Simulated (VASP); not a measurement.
# W (P6_3/mmc) in VASP: notebook

W is run at these levels: RPBE; tasks: single point.

All numbers are computed with VASP 6.6.1; they aren't measurements. Logs are shortened: lines on timing, memory, paths and dates and some standing lists are left out, and cuts for length are marked.

## 1. The cell of the first run

The structure is hexagonal, space group P6_3/mmc (No. 194). The conventional cell has a = 2.720 Å, b = 2.720 Å, c = 9.598 Å, α = 90.00°, β = 90.00°, γ = 120.00°. W (site symmetry -3m) has 12 W at 2.72 to 2.87 Å within 3.6 Å. Within 3.6 Å of W (site symmetry -6m2) lie 12 W at 2.72 to 2.87 Å.

This isn't the form of W at room conditions, which is bcc.

## 2. Single point, RPBE (15.38 Å³/atom)

INCAR

```
SYSTEM = W
PREC     = Accurate       ! precision mode
ENCUT    = 520            ! plane-wave cutoff, eV
EDIFF    = 1E-6           ! SCF threshold, eV
ISMEAR   = -1             ! smearing method
SIGMA    = 0.1            ! smearing width, eV
LREAL    = .FALSE.        ! projectors in reciprocal space
LASPH    = .TRUE.         ! aspherical terms in the spheres
NELM     = 100            ! most SCF steps
ALGO     = Normal         ! electronic algorithm
ISIF     = 2              ! what is computed and relaxed
LWAVE    = .FALSE.        ! write WAVECAR
LCHARG   = .FALSE.        ! write CHGCAR
GGA      = RP             ! functional
NBANDS   = 36             ! bands
```

KPOINTS

```
regular mesh
0
G
  15 15 4
  0 0 0
```

POSCAR

```
W
1.0
    2.7201543560      0.0000000000      0.0000000000
   -1.3600771780      2.3557227745      0.0000000000
    0.0000000000      0.0000000000      9.5978217088
W
4
Direct
    1.0000000000      1.0000000000      1.0000000000
    1.0000000000      1.0000000000      0.5000000000
    0.3333333333      0.6666666667      0.2500000000
    0.6666666667      0.3333333333      0.7500000000
```

Potentials or basis: VASP PAW PBE potentials, release 64 (W_sv).

On the command line:

```
$ cat potpaw_PBE.64/W_sv/POTCAR > POTCAR
$ mpirun -np 1 vasp_std > vasp.out
```

OUTCAR:

```text
SYSTEM = W
   PREC = Accurate
   ENCUT = 520
   EDIFF = 1E-6
   ISMEAR = -1
   LREAL = .FALSE.
   LASPH = .TRUE.
   NELM = 100
   ISIF = 2
   GGA = RP

 ion  position               nearest neighbor table
   1  0.000  0.000  0.000-   3 2.87   4 2.87   3 2.87   4 2.87   4 2.87   3 2.87
   2  0.000  0.000  0.500-   3 2.87   4 2.87   3 2.87   4 2.87   4 2.87   3 2.87
   3  0.333  0.667  0.250-   1 2.87   2 2.87   1 2.87   2 2.87   1 2.87   2 2.87
   4  0.667  0.333  0.750-   1 2.87   2 2.87   1 2.87   2 2.87   1 2.87   2 2.87

  LATTYP: Found a hexagonal cell.
 ALAT       =     2.7201543560
 C/A-ratio  =     3.5284106902

  Lattice vectors:

 A1 = (   2.7201543560,   0.0000000000,   0.0000000000)
 A2 = (  -1.3600771780,   2.3557227745,   0.0000000000)
 A3 = (   0.0000000000,   0.0000000000,   9.5978217088)

Analysis of symmetry for initial positions (statically):
=====================================================================
 Subroutine PRICEL returns:
 Original cell was already a primitive cell.

 Routine SETGRP: Setting up the symmetry group for a
 hexagonal supercell.

 Subroutine GETGRP returns: Found 24 space group operations
 (whereof 12 operations were pure point group operations)
 out of a pool of 24 trial point group operations.

The static configuration has the point symmetry D_3d.
 The point group associated with its full space group is D_6h.

Analysis of symmetry for dynamics (positions and initial velocities):
=====================================================================
 Subroutine PRICEL returns:
 Original cell was already a primitive cell.

 Routine SETGRP: Setting up the symmetry group for a
 hexagonal supercell.

 Subroutine GETGRP returns: Found 24 space group operations
 (whereof 12 operations were pure point group operations)
 out of a pool of 24 trial point group operations.

The dynamic configuration has the point symmetry D_3d.
 The point group associated with its full space group is D_6h.

 Subroutine INISYM returns: Found 24 space group operations
 (whereof 12 operations are pure point group operations),
 and found     1 'primitive' translations

----------------------------------------------------------------------------------------

                                     Primitive cell

  volume of cell :      61.5022

  direct lattice vectors                    reciprocal lattice vectors
     2.720154356  0.000000000  0.000000000     0.367626197  0.212249084  0.000000000
    -1.360077178  2.355722774  0.000000000     0.000000000  0.424498167  0.000000000
[... 90 lines left out ...]
   LREAL  =      F    real-space projection
   EDIFFG = 0.1E-04   stopping-criterion for IOM
   NSW    =      0    number of steps for IOM
   IBRION =     -1    ionic relax: 0-MD 1-quasi-New 2-CG
   NFREE  =      0    steps in history (QN), initial steepest desc. (CG)
   ISIF   =      2    stress and relaxation
   ISYM   =      2    0-nonsym 1-usesym 2-fastsym
   POTIM  = 0.5000    time-step for ionic-motion
   TEBEG  =    0.0;   TEEND  =   0.0 temperature during run
   PSTRESS=    0.0 pullay stress
   NELECT =      56.0000    total number of electrons
   NUPDOWN=      -1.0000    fix difference up-down
   EMIN   =  10.00;   EMAX   =-10.00  energy-range for DOS
   EFERMI =   0.00;   METHOD = LEGACY
   ISMEAR =    -1;   SIGMA  =   0.10  broadening in eV -4-tet -1-fermi 0-gaus
   EFERMI_NEDOS =   21; number of points for ismear=-14 and -15
   IALGO  =     38    algorithm
   IMIX   =      4    mixing-type and parameters
     AMIX     =   0.40;   BMIX     =  1.00
     AMIX_MAG =   1.60;   BMIX_MAG =  1.00
  volume/ion in A,a.u.               =      15.38       103.76
  Fermi-wavevector in a.u.,A,eV,Ry     =   1.586746  2.998515 34.256237  2.517762
  Thomas-Fermi vector in A             =   2.686010
   LORBIT       =      0    0 simple, 1 ext, 2 COOP (PROOUT), +10 PAW based schemes
   GGA     = RP    functional components
   LHFCALC =     F    Hartree Fock is set to
   AEXX    =    0.0000 exact exchange contribution
   IVDW    =     0    specifies the selected vdW correction
   LEPSILON=     F    determine dielectric tensor
   LRPA    =     F    only Hartree local field effects (RPA)
 non-spin polarized calculation
  energy-cutoff  :      520.00
  volume of cell :       61.50
 maximum number of plane-waves:      1692
   NGX = 11   NGY = 11   NGZ = 35

 number of electron      55.9999991 magnetization

 Free energy of the ion-electron system (eV)
  ---------------------------------------------------
  ext. energy  EPLUGINS =         0.00000000
  ---------------------------------------------------
  free energy    TOTEN  =       -47.32806507 eV

  energy without entropy =      -47.20364517  energy(sigma->0) =      -47.26585512

 E-fermi :  11.6082     XC(G=0): -13.7458

 val. band max:       11.6068030798   @ k =   0.0667   0.0667   0.2500
 cond. band min:      11.6094900163   @ k =   0.0667   0.0667   0.5000
 fundamental gap:      0.0026869365
 Fermi energy:        11.6081882441

 k-point     1 :       0.0000    0.0000    0.0000
  band No.  band energies     occupation
      1     -62.0933      2.00000
      2     -62.0561      2.00000
      3     -62.0253      2.00000
      4     -61.9876      2.00000
      5     -26.9765      2.00000
      6     -26.4248      2.00000
[... 925 lines left out ...]
     35      16.5794      0.00000
     36      16.7634      0.00000

 [... further k-points ...]

------------------------ aborting loop because EDIFF is reached ----------------------------------------

  FORCE on cell =-STRESS in cart. coord.  units (eV):
  Direction    XX          YY          ZZ          XY          YZ          ZX
  --------------------------------------------------------------------------------------
  -------------------------------------------------------------------------------------
  Total       11.3567027     11.3567027      9.1808089      0.0000000      0.0000000      0.0000000
  in kB      295.8505852    295.8505852    239.1669252      0.0000000      0.0000000      0.0000000
  external PRESSURE =     276.9560318 kB  Pullay stress =       0.0000000 kB

 VOLUME and BASIS-vectors are now :
 -----------------------------------------------------------------------------
  energy-cutoff  :      520.00
  volume of cell :       61.50
      direct lattice vectors                 reciprocal lattice vectors
     2.720154356  0.000000000  0.000000000     0.367626197  0.212249084  0.000000000
    -1.360077178  2.355722774  0.000000000     0.000000000  0.424498167  0.000000000
     0.000000000  0.000000000  9.597821709     0.000000000  0.000000000  0.104190308

 POSITION                                       TOTAL-FORCE (eV/Angst)
 -----------------------------------------------------------------------------------
      0.00000      0.00000      0.00000         0.000000      0.000000      0.000000
      0.00000      0.00000      4.79891         0.000000      0.000000      0.000000
     -0.00000      1.57048      2.39946         0.000000     -0.000000      0.000000
      1.36008      0.78524      7.19837        -0.000000      0.000000     -0.000000
 -----------------------------------------------------------------------------------
    total drift:                                0.000000     -0.000000      0.000000

  FREE ENERGIE OF THE ION-ELECTRON SYSTEM (eV)
  ---------------------------------------------------
  free  energy   TOTEN  =       -47.3280650661 eV

  energy  without entropy=      -47.2036451704  energy(sigma->0) =      -47.26585512
```

It took 4.3 min on 1 thread of Intel Xeon 8259CL, shared host; peak memory 0.26 GiB.

Results:

```yaml
Free_energy: -47.3281 eV
Pressure: 27.7 GPa
Band_gap_on_the_k_mesh: zero (bands 28 and 29 overlap by 2.27 eV)
```

Caveat: the stress differs along the axes, from 24 to 30 GPa; the PAW data sets were made with another functional, which shifts forces and pressure a little; spin-orbit coupling is left out, which moves the levels of the heavy elements.

[end of part 1 of 2]
